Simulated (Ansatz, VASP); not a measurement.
Two plane-wave programs on Al

File INCAR:

```
PREC = Accurate
ENCUT = 520
EDIFF = 1E-6
ISMEAR = -1
SIGMA = 0.1
LREAL = F
LASPH = T
NELM = 100
ALGO = Normal
ISIF = 2
LWAVE = F
LCHARG = F
GGA = PE
NBANDS = 14
```

Contents of KPOINTS:

```
Automatic mesh
0
Gamma
  17 17 5
```

Contents of POSCAR:

```
Al
1.0
    2.8445216588      0.0000000000      0.0000000000
   -1.4222608294      2.4634280181      0.0000000000
    0.0000000000      0.0000000000      9.4540970041
Al
4
Direct
    0.0000000000      0.0000000000      1.0000000000
    0.0000000000      0.0000000000      0.5000000000
    0.3333333333      0.6666666667      0.2500000000
    0.6666666667      0.3333333333      0.7500000000
```

Input for Ansatz:

```yaml
crystal:
  lattice:
    - [2.8445216588, 0.0, 0.0]
    - [-1.4222608294, 2.4634280181, 0.0]
    - [0.0, 0.0, 9.4540970041]
  atoms:
    - { symbol: Al, position: [0.0, 0.0, 1.0] }
    - { symbol: Al, position: [0.0, 0.0, 0.5] }
    - { symbol: Al, position: [0.3333333333, 0.6666666667, 0.25] }
    - { symbol: Al, position: [0.6666666667, 0.3333333333, 0.75] }
hamiltonian:
  xc: pbe
  pseudopotentials:
    kind: paw
    azcp:
      Al: "pseudopotentials/Al.paw.azcp"
basis:
  ecutwfc: 420
  fft_grid_basis: typed
kpoints:
  mp_grid: { grid: [17, 17, 5], shift: [0, 0, 0] }
magnetization:
  spin_polarized: false
scf:
  occupations: { method: fermi_dirac, width: 0.1 }
output:
  stress: true
```

Alike in both runs: task single point; functional PBE; k mesh 17 × 17 × 5; occupations fermi-dirac, width 0.1 eV; no spin polarisation.

|  | VASP | Ansatz |
| --- | --- | --- |
| version | VASP 6.6.1 | Ansatz 0.2.0 |
| potentials or method | VASP PAW PBE potentials, release 64 (Al), cutoff 520 eV | plane waves (420 eV) with PAW, scalar-relativistic |
| valence electrons in the cell | 12 | 12 |

```csv
,VASP,Ansatz,Ansatz less VASP
pressure (GPa),0.0,0.1,+0.04
"traceless stress, the component that is largest in VASP (GPa)",-0.63,-0.63,-0.001
```
